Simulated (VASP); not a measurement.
# GaAs (F-43m) in VASP: further runs

GaAs is run at these levels: r2SCAN; tasks: single point, relaxation of cell and atoms.

Everything below comes from runs of VASP 6.6.1. Logs are shortened: lines on timing, memory, paths and dates and some standing lists are left out, and cuts for length are marked.

### 1 The cell of the first run

The structure is cubic, space group F-43m (No. 216). Conventional cell: a = 5.665 Å, b = 5.665 Å, c = 5.665 Å, α = 90.00°, β = 90.00°, γ = 90.00°. Within 3.2 Å of Ga (site symmetry -43m) lie 4 As at 2.45 Å. As (site symmetry -43m) has 4 Ga at 2.45 Å within 3.2 Å.

### 2 Single point, r2SCAN

File POSCAR:

```
GaAs
1.0
    0.0000000000      2.8326717769      2.8326717769
    2.8326717769      0.0000000000      2.8326717769
    2.8326717769      2.8326717769      0.0000000000
Ga As
1 1
Direct
    0.0000000000      0.0000000000      0.0000000000
    0.2500000000      0.2500000000      0.2500000000
```

File INCAR.step1:

```
PREC = Accurate ; ENCUT = 550
ISMEAR = 0 ; SIGMA = 0.02
LREAL = False ; LASPH = True
NELM = 120 ; NBANDS = 16
GGA = PE ; ALGO = Normal
EDIFF = 1E-5 ; LWAVE = True
LCHARG = False ; GGA_COMPAT = False
```

File INCAR.step2:

```
PREC = Accurate ; ENCUT = 550
EDIFF = 1E-6 ; ISMEAR = 0
SIGMA = 0.02 ; LREAL = False
LASPH = True ; NELM = 120
ALGO = Normal ; ISIF = 2
LWAVE = False ; LCHARG = False
METAGGA = R2SCAN ; LMIXTAU = True
NBANDS = 16 ; ISTART = 1
GGA_COMPAT = False
```

File KPOINTS:

```
regular mesh
0
Gamma
  8 8 8
```

Potentials or basis: VASP PAW PBE potentials, release 64 (Ga_d, As).

On the command line:

```console
> cat potpaw_PBE.64/Ga_d/POTCAR potpaw_PBE.64/As/POTCAR > POTCAR
> cp INCAR.step1 INCAR
> mpirun -np 1 vasp_std > vasp.out
> cp INCAR.step2 INCAR
> mpirun -np 1 vasp_std > vasp.out
```

OUTCAR:

```text
PREC = Accurate
   ENCUT = 550
   EDIFF = 1E-6
   ISMEAR = 0
   LREAL = False
   LASPH = True
   NELM = 120
   ISIF = 2
   METAGGA = R2SCAN
   ISTART = 1

 ion  position               nearest neighbor table
   1  0.000  0.000  0.000-   2 2.45   2 2.45   2 2.45   2 2.45
   2  0.250  0.250  0.250-   1 2.45   1 2.45   1 2.45   1 2.45

  LATTYP: Found a face centered cubic cell.
 ALAT       =     5.6653435538

  Lattice vectors:

 A1 = (   0.0000000000,   2.8326717769,   2.8326717769)
 A2 = (   2.8326717769,   0.0000000000,   2.8326717769)
 A3 = (   2.8326717769,   2.8326717769,   0.0000000000)

Analysis of symmetry for initial positions (statically):
=====================================================================
 Subroutine PRICEL returns:
 Original cell was already a primitive cell.

 Routine SETGRP: Setting up the symmetry group for a
 face centered cubic supercell.

 Subroutine GETGRP returns: Found 24 space group operations
 (whereof 24 operations were pure point group operations)
 out of a pool of 48 trial point group operations.

The static configuration has the point symmetry T_d .

Analysis of symmetry for dynamics (positions and initial velocities):
=====================================================================
 Subroutine PRICEL returns:
 Original cell was already a primitive cell.

 Routine SETGRP: Setting up the symmetry group for a
 face centered cubic supercell.

 Subroutine GETGRP returns: Found 24 space group operations
 (whereof 24 operations were pure point group operations)
 out of a pool of 48 trial point group operations.

The dynamic configuration has the point symmetry T_d .

 Subroutine INISYM returns: Found 24 space group operations
 (whereof 24 operations are pure point group operations),
 and found     1 'primitive' translations

----------------------------------------------------------------------------------------

                                     Primitive cell

  volume of cell :      45.4589

  direct lattice vectors                    reciprocal lattice vectors
     0.000000000  2.832671777  2.832671777    -0.176511802  0.176511802  0.176511802
     2.832671777  0.000000000  2.832671777     0.176511802 -0.176511802  0.176511802
     2.832671777  2.832671777  0.000000000     0.176511802  0.176511802 -0.176511802

  length of vectors
     4.006002845  4.006002845  4.006002845     0.305727409  0.305727409  0.305727409

  position of ions in fractional coordinates (direct lattice)
     0.000000000  0.000000000  0.000000000
     0.250000000  0.250000000  0.250000000

  ion indices of the primitive-cell ions
   primitive index   ion index
                 1           1
                 2           2

----------------------------------------------------------------------------------------

 KPOINTS: regular mesh

Automatic generation of k-mesh.
 Grid dimensions read from file:
 generate k-points for:    8    8    8

 Generating k-lattice:

  Cartesian coordinates                     Fractional coordinates (reciprocal lattice)
    -0.022063975  0.022063975  0.022063975     0.125000000  0.000000000  0.000000000
     0.022063975 -0.022063975  0.022063975     0.000000000  0.125000000  0.000000000
     0.022063975  0.022063975 -0.022063975     0.000000000  0.000000000  0.125000000

  Length of vectors
     0.038215926  0.038215926  0.038215926

  Shift w.r.t. Gamma in fractional coordinates (k-lattice)
     0.000000000  0.000000000  0.000000000

 Subroutine IBZKPT returns following result:
 ===========================================

 Found     29 irreducible k-points:

 Following reciprocal coordinates:
            Coordinates               Weight
  0.000000  0.000000  0.000000      1.000000
  0.125000  0.000000  0.000000      8.000000
  0.250000  0.000000  0.000000      8.000000
  0.375000  0.000000  0.000000      8.000000
  0.500000  0.000000  0.000000      4.000000
  0.125000  0.125000  0.000000      6.000000
[... 16 lines left out ...]
  0.500000  0.250000  0.125000     48.000000
 -0.375000  0.250000  0.125000     24.000000
 [... further k-points ...]
   k-points           NKPTS =     29   k-points in BZ     NKDIM =     29   number of bands    NBANDS=     16
   number of dos      NEDOS =    301   number of ions     NIONS =      2
   total plane-waves  NPLWV =  32768
   dimension x,y,z NGX =    32 NGY =   32 NGZ =   32
   dimension x,y,z NGXF=    64 NGYF=   64 NGZF=   64
   ions per type =               1   1
   NGX,Y,Z   is equivalent  to a cutoff of  13.28, 13.28, 13.28 a.u.
   NGXF,Y,Z  is equivalent  to a cutoff of  26.56, 26.56, 26.56 a.u.
 SYSTEM =  unknown system
   PREC   = accura    normal or accurate (medium, high low for compatibility)
   ISTART =      1    job   : 0-new  1-cont  2-samecut
   ICHARG =      0    charge: 1-file 2-atom 10-const
   ISPIN  =      1    spin polarized calculation?
   LNONCOLLINEAR =      F non collinear calculations
   LSORBIT =      F    spin-orbit coupling
   LASPH  =      T    aspherical Exc in radial PAW
   ENCUT  =  550.0 eV  40.42 Ry    6.36 a.u.   7.66  7.66  7.66*2*pi/ulx,y,z
   NELM   =    120;   NELMIN=  2; NELMDL=  0     # of ELM steps
   EDIFF  = 0.1E-05   stopping-criterion for ELM
   LREAL  =      F    real-space projection
   EDIFFG = 0.1E-04   stopping-criterion for IOM
   NSW    =      0    number of steps for IOM
   IBRION =     -1    ionic relax: 0-MD 1-quasi-New 2-CG
   NFREE  =      0    steps in history (QN), initial steepest desc. (CG)
   ISIF   =      2    stress and relaxation
   ISYM   =      2    0-nonsym 1-usesym 2-fastsym
   POTIM  = 0.5000    time-step for ionic-motion
   TEBEG  =    0.0;   TEEND  =   0.0 temperature during run
   PSTRESS=    0.0 pullay stress
   NELECT =      18.0000    total number of electrons
   NUPDOWN=      -1.0000    fix difference up-down
   EMIN   =  10.00;   EMAX   =-10.00  energy-range for DOS
   EFERMI =   0.00;   METHOD = LEGACY
   ISMEAR =     0;   SIGMA  =   0.02  broadening in eV -4-tet -1-fermi 0-gaus
   EFERMI_NEDOS =   21; number of points for ismear=-14 and -15
   IALGO  =     38    algorithm
   IMIX   =      4    mixing-type and parameters
     AMIX     =   0.40;   BMIX     =  1.00
     AMIX_MAG =   1.60;   BMIX_MAG =  1.00
  volume/ion in A,a.u.               =      22.73       153.39
  Fermi-wavevector in a.u.,A,eV,Ry     =   1.202152  2.271738 19.662726  1.445170
  Thomas-Fermi vector in A             =   2.337941
   LORBIT       =      0    0 simple, 1 ext, 2 COOP (PROOUT), +10 PAW based schemes
   METAGGA = R2SCAN    functional components
   LHFCALC =     F    Hartree Fock is set to
   AEXX    =    0.0000 exact exchange contribution
   IVDW    =     0    specifies the selected vdW correction
   LEPSILON=     F    determine dielectric tensor
   LRPA    =     F    only Hartree local field effects (RPA)
 non-spin polarized calculation
 Gauss-broadening in eV      SIGMA  =   0.02
  energy-cutoff  :      550.00
  volume of cell :       45.46
 maximum number of plane-waves:      1363
   NGX = 15   NGY = 15   NGZ = 15

 number of electron      18.0000010 magnetization

 Free energy of the ion-electron system (eV)
  ---------------------------------------------------
  ext. energy  EPLUGINS =         0.00000000
  ---------------------------------------------------
  free energy    TOTEN  =       -27.05317531 eV

  energy without entropy =      -27.05317531  energy(sigma->0) =      -27.05317531

 E-fermi :   3.7223     XC(G=0): -10.2256

 val. band max:        3.6212753837   @ k =   0.0000   0.0000   0.0000
 cond. band min:       4.5679043191   @ k =   0.0000   0.0000   0.0000
 fundamental gap:      0.9466289354
 Fermi energy:         3.7222865407

 k-point     1 :       0.0000    0.0000    0.0000
  band No.  band energies     occupation
      1     -11.6045      2.00000
      2     -11.6045      2.00000
      3     -11.6045      2.00000
      4     -11.5163      2.00000
      5     -11.5163      2.00000
      6      -9.5435      2.00000
[... 8 lines left out ...]
     15      14.2376      0.00000
     16      14.2376      0.00000

 k-point     2 :       0.1250    0.0000    0.0000
  band No.  band energies     occupation
      1     -11.6194      2.00000
      2     -11.6007      2.00000
      3     -11.6007      2.00000
      4     -11.5164      2.00000
      5     -11.5164      2.00000
      6      -9.3527      2.00000
[... 8 lines left out ...]
     15      13.4036      0.00000
     16      13.4036      0.00000

 k-point     3 :       0.2500    0.0000    0.0000
  band No.  band energies     occupation
      1     -11.6515      2.00000
      2     -11.5925      2.00000
      3     -11.5925      2.00000
      4     -11.5159      2.00000
      5     -11.5159      2.00000
      6      -8.8216      2.00000
[... 8 lines left out ...]
     15      13.1665      0.00000
     16      13.2095      0.00000

 k-point     4 :       0.3750    0.0000    0.0000
  band No.  band energies     occupation
      1     -11.6797      2.00000
      2     -11.5858      2.00000
      3     -11.5858      2.00000
      4     -11.5139      2.00000
      5     -11.5139      2.00000
      6      -8.1133      2.00000
[... 8 lines left out ...]
     15      14.3853      0.00000
     16      14.3853      0.00000

 k-point     5 :       0.5000    0.0000    0.0000
  band No.  band energies     occupation
      1     -11.6906      2.00000
      2     -11.5835      2.00000
      3     -11.5835      2.00000
      4     -11.5125      2.00000
      5     -11.5125      2.00000
      6      -7.7115      2.00000
[... 8 lines left out ...]
     15      16.1540      0.00000
     16      16.1540      0.00000

 k-point     6 :       0.1250    0.1250    0.0000
  band No.  band energies     occupation
      1     -11.6276      2.00000
      2     -11.5972      2.00000
      3     -11.5972      2.00000
      4     -11.5193      2.00000
      5     -11.5143      2.00000
      6      -9.2893      2.00000
[... 8 lines left out ...]
     15      13.1477      0.00000
     16      14.5014      0.00000

 k-point     7 :       0.2500    0.1250    0.0000
  band No.  band energies     occupation
      1     -11.6531      2.00000
      2     -11.5903      2.00000
      3     -11.5887      2.00000
      4     -11.5217      2.00000
      5     -11.5126      2.00000
      6      -8.8701      2.00000
[... 8 lines left out ...]
     15      14.3567      0.00000
     16      14.3696      0.00000

 k-point     8 :       0.3750    0.1250    0.0000
  band No.  band energies     occupation
      1     -11.6790      2.00000
      2     -11.5843      2.00000
      3     -11.5813      2.00000
      4     -11.5209      2.00000
      5     -11.5111      2.00000
      6      -8.2032      2.00000
[... 8 lines left out ...]
     15      14.4282      0.00000
     16      15.2147      0.00000

 k-point     9 :       0.5000    0.1250    0.0000
  band No.  band energies     occupation
      1     -11.6931      2.00000
      2     -11.5812      2.00000
      3     -11.5786      2.00000
      4     -11.5171      2.00000
      5     -11.5117      2.00000
      6      -7.6344      2.00000
[... 8 lines left out ...]
     15      15.6781      0.00000
     16      16.1424      0.00000
[... 172 lines left out ...]
 k-point    19 :       0.5000    0.3750    0.0000
  band No.  band energies     occupation
      1     -11.7172      2.00000
      2     -11.5593      2.00000
      3     -11.5567      2.00000
      4     -11.5377      2.00000
      5     -11.5049      2.00000
      6      -7.1071      2.00000
[... 8 lines left out ...]
     15      16.7191      0.00000
     16      17.2164      0.00000

 k-point    20 :      -0.3750    0.3750    0.0000
  band No.  band energies     occupation
      1     -11.7123      2.00000
      2     -11.5662      2.00000
      3     -11.5599      2.00000
      4     -11.5307      2.00000
      5     -11.5092      2.00000
      6      -6.9827      2.00000
[... 8 lines left out ...]
     15      14.7271      0.00000
     16      18.6668      0.00000

 k-point    21 :       0.5000    0.5000    0.0000
  band No.  band energies     occupation
      1     -11.7237      2.00000
      2     -11.5528      2.00000
      3     -11.5528      2.00000
      4     -11.5425      2.00000
      5     -11.5027      2.00000
      6      -6.9436      2.00000
[... 8 lines left out ...]
     15      17.6225      0.00000
     16      17.6245      0.00000

 k-point    22 :       0.3750    0.2500    0.1250
  band No.  band energies     occupation
      1     -11.6755      2.00000
      2     -11.5827      2.00000
      3     -11.5798      2.00000
      4     -11.5244      2.00000
      5     -11.5109      2.00000
      6      -8.3750      2.00000
[... 8 lines left out ...]
     15      15.1783      0.00000
     16      15.7137      0.00000

 k-point    23 :       0.5000    0.2500    0.1250
  band No.  band energies     occupation
      1     -11.6933      2.00000
      2     -11.5784      2.00000
      3     -11.5727      2.00000
      4     -11.5232      2.00000
      5     -11.5113      2.00000
      6      -7.7205      2.00000
[... 8 lines left out ...]
     15      15.0899      0.00000
     16      16.5904      0.00000

 k-point    24 :      -0.3750    0.2500    0.1250
  band No.  band energies     occupation
      1     -11.6999      2.00000
      2     -11.5773      2.00000
      3     -11.5700      2.00000
      4     -11.5208      2.00000
      5     -11.5126      2.00000
      6      -7.3564      2.00000
[... 8 lines left out ...]
     15      15.9014      0.00000
     16      16.4718      0.00000

 [... further k-points ...]
[... 5 lines left out ...]
  --------------------------------------------------------------------------------------
  -------------------------------------------------------------------------------------
  Total        0.0440027      0.0440027      0.0440027      0.0000000      0.0000000     -0.0000000
  in kB        1.5508554      1.5508554      1.5508554      0.0000000      0.0000000     -0.0000000
  external PRESSURE =       1.5508554 kB  Pullay stress =       0.0000000 kB

 VOLUME and BASIS-vectors are now :
 -----------------------------------------------------------------------------
  energy-cutoff  :      550.00
  volume of cell :       45.46
      direct lattice vectors                 reciprocal lattice vectors
     0.000000000  2.832671777  2.832671777    -0.176511802  0.176511802  0.176511802
     2.832671777  0.000000000  2.832671777     0.176511802 -0.176511802  0.176511802
     2.832671777  2.832671777  0.000000000     0.176511802  0.176511802 -0.176511802

 POSITION                                       TOTAL-FORCE (eV/Angst)
 -----------------------------------------------------------------------------------
      0.00000      0.00000      0.00000         0.000000     -0.000000     -0.000000
      1.41634      1.41634      1.41634        -0.000000      0.000000      0.000000
 -----------------------------------------------------------------------------------
    total drift:                               -0.000000     -0.000000     -0.000000

  FREE ENERGIE OF THE ION-ELECTRON SYSTEM (eV)
  ---------------------------------------------------
  free  energy   TOTEN  =       -27.0531753107 eV

  energy  without entropy=      -27.0531753107  energy(sigma->0) =      -27.05317531
```

Run time: 42 s. Hardware: 1 thread of Intel Xeon Platinum 8488C (Sapphire Rapids), shared host; peak memory 0.19 GiB.

Results:

```yaml
Free_energy: -27.0532 eV
Pressure: 0.2 GPa
Band_gap_on_the_k_mesh: 0.95 eV
```

Caveat: the PAW data sets were made with another functional, which shifts forces and pressure a little. A k mesh can miss the band edges.

### 3 Relaxation of cell and atoms, r2SCAN

This run uses another cell than the first one, of 22.79 Å³/atom.

File POSCAR:

```
GaAs
1.0
    0.0000000000      2.8350000000      2.8350000000
    2.8350000000      0.0000000000      2.8350000000
    2.8350000000      2.8350000000      0.0000000000
Ga As
1 1
Direct
    0.0000000000      0.0000000000      0.0000000000
    0.2500000000      0.2500000000      0.2500000000
```

File INCAR.step1:

```
  PREC = Accurate
  ENCUT = 550
  ISMEAR = 0
  SIGMA = 0.02
  LREAL = F
  LASPH = T
  NELM = 120
  GGA = PE
  ALGO = Normal
  EDIFF = 1E-5
  LWAVE = T
  LCHARG = F
  GGA_COMPAT = F
  IBRION = 2
  ISIF = 3
  EDIFFG = -0.005
  NELMIN = 4
  NSW = 100
```

File INCAR.step2:

```
  PREC = Accurate
  ENCUT = 550
  EDIFF = 1E-7
  ISMEAR = 0
  SIGMA = 0.02
  LREAL = F
  LASPH = T
  NELM = 120
  ALGO = Normal
  ISIF = 3
  LWAVE = F
  LCHARG = F
  METAGGA = R2SCAN
  LMIXTAU = T
  IBRION = 2
  NSW = 100
  EDIFFG = -0.002
  ISTART = 1
  GGA_COMPAT = F
  NELMIN = 4
```

KPOINTS is that of step 2.

Potentials or basis: VASP PAW PBE potentials, release 64 (Ga_d, As).

On the command line:

```console
> cat potpaw_PBE.64/Ga_d/POTCAR potpaw_PBE.64/As/POTCAR > POTCAR
> cp INCAR.step1 INCAR
> mpirun -np 1 vasp_std > vasp.out
> cp INCAR.step2 INCAR
> mpirun -np 1 vasp_std > vasp.out
```

It took 2.2 min on 1 thread of Intel Xeon Platinum 8488C (Sapphire Rapids), shared host; peak memory 0.2 GiB.

Results (log left out):

```yaml
Free_energy: -27.0532 eV
Relaxed_volume: 22.77 Å³/atom
Relaxed_cell: a = 4.008 Å, b = 4.008 Å, c = 4.008 Å, α = 60.00°, β = 60.00°, γ = 60.00°
Space_group_after_relaxing_to_0.1_Å: F-43m (No. 216)
Energy_gained_by_relaxing: 0.0 meV/atom
Ionic_steps: 3
Pressure_after_relaxing: 0.0 GPa
Band_gap_on_the_k_mesh: 0.93 eV
```

Final structure:
```
Ga As
1.0
     0.00000    2.83437    2.83437
     2.83437    0.00000    2.83437
     2.83437    2.83437    0.00000
Ga As
1 1
Direct
  0.00000 0.00000 0.00000
  0.25000 0.25000 0.25000
```

Levels at points of the mesh, in eV from the valence-band top:
```csv
k point,band 6,band 7,band 8,band 9,band 10,band 11,band 12,band 13
"(0.00, 0.00, 0.00)",-13.15,0.00,0.00,0.00,0.93,4.04,4.04,4.04
"(0.50, 0.00, 0.00)",-11.33,-6.77,-1.17,-1.17,1.34,4.98,4.98,8.28
"(0.50, 0.50, 0.00)",-10.56,-6.96,-2.75,-2.75,1.77,1.95,10.80,10.80
```

Caveat: the PAW data sets were made with another functional, which shifts forces and pressure a little.
